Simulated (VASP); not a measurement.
Set up this calculation in VASP 6.6.1, as the native input.

```yaml
Task: single point
Functional: RPBE
Potentials_or_basis: VASP PAW PBE potentials, release 64 (Ti_sv, C)
Cutoff: 520 eV
k_mesh: 11 × 11 × 11
Occupations: fermi-dirac, width 0.05 eV
Spin: no spin polarisation
Dipole_correction: no
Further_INCAR_settings: ALGO = Normal; EDIFF = 1e-07; NBANDS = 15
```

The structure of TiC lies in POSCAR:

```
TiC
1.0
    0.0000000000      2.1797931837      2.1797931837
    2.1797931837      0.0000000000      2.1797931837
    2.1797931837      2.1797931837      0.0000000000
Ti C
1 1
Direct
    0.0000000000      0.0000000000      0.0000000000
    0.5000000000      0.5000000000      0.5000000000
```

One way to write it, as run:

INCAR

```
ALGO = Normal
EDIFF = 1E-7
ENCUT = 520
GGA = RP
ISIF = 2
ISMEAR = -1
LASPH = True
LCHARG = True
LELF = True
LREAL = False
LVHAR = True
LWAVE = False
NBANDS = 15
NELM = 60
PREC = Accurate
SIGMA = 0.05
```

KPOINTS

```
k-points
0
Gamma
  11 11 11
```

Potentials or basis: VASP PAW PBE potentials, release 64 (Ti_sv, C).

Run with:

```console
$ cat potpaw_PBE.64/Ti_sv/POTCAR potpaw_PBE.64/C/POTCAR > POTCAR
$ mpirun -np 1 vasp_std > vasp.out
```

Results of the run:

```
Pressure               : 0.2 GPa
Band gap on the k mesh : zero (band 8 reaches 10.01 eV, above the bottom of band 9 at 8.90 eV)
```

Caveat: the PAW data sets were made with another functional, which shifts forces and pressure a little.

Wall time 39 s on 1 thread of AMD EPYC 7R43 64-Core Processor (Zen 3) (shared host), peak memory 0.11 GiB.
